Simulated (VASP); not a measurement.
SiHgRh:

```
Si Hg Rh
1.0
     3.90094    0.00000    0.00000
    -1.95047    3.37832    0.00000
     0.00000    0.00000    3.82462
Si Hg Rh
1 1 1
Cartesian
  0.0000 2.2522 1.9123
  0.0000 0.0000 1.9123
  1.9505 1.1261 0.0000
```

The cell was generated, and may not be a known phase.

```yaml
Program: VASP 6.6.1
Task: relaxation of cell and atoms
Functional: PBE
Potentials_or_basis: VASP PAW PBE potentials, release 64 (Si, Hg, Rh_pv)
Cutoff: 600 eV
k_mesh: 6 × 6 × 4
Occupations: gaussian, width 0.1 eV
Spin: no spin polarisation
```

At the start: pressure 16.5 GPa; volume 16.80 Å³/atom.

Task: Where does the relaxation end?

Result: Over 13 steps the energy falls by 561.9 meV/atom and the volume is 16.58 Å³/atom (-1.3 %); space group P-6m2 (No. 187, to 0.1 Å) before and after.

The path:
```tsv
step	energy change (eV)	largest force (eV/Å)	pressure (GPa)	volume (Å³)
1	0.0000	0.0000	16.55	50.40
2	-0.7193	0.0000	-13.09	63.18
3	-0.8889	0.0000	-7.95	58.25
4	-1.3739	0.0000	-4.17	53.32
5	-1.5989	0.0000	2.23	49.41
6	-0.3922	0.0000	42.48	41.26
7	-1.6141	0.0000	3.42	48.85
8	-1.6179	0.0000	7.39	47.27
9	-1.6249	0.0000	5.50	47.95
10	-1.6430	0.0000	-0.04	49.67
11	-1.6797	0.0000	1.94	48.94
12	-1.6842	0.0000	-0.85	50.14
13	-1.6856	0.0000	0.09	49.74
```

Final structure:
```cif
data_structure
_symmetry_space_group_name_H-M 'P 1'
_symmetry_Int_Tables_number 1
_cell_length_a 4.4732
_cell_length_b 4.4732
_cell_length_c 2.8702
_cell_angle_alpha 90.000
_cell_angle_beta 90.000
_cell_angle_gamma 120.000
_cell_volume 49.74
loop_
_atom_site_label
_atom_site_type_symbol
_atom_site_fract_x
_atom_site_fract_y
_atom_site_fract_z
_atom_site_occupancy
Si1 Si 0.33333 0.66667 0.50000 1
Hg1 Hg 0.00000 0.00000 0.50000 1
Rh1 Rh 0.66667 0.33333 0.00000 1
```

Caveat: the k points lie up to 0.55 Å⁻¹ apart in the final cell, too coarse for converged energies and pressures of a metal; a cell axis changed by over 15 % at a fixed basis, so the end point is rough.
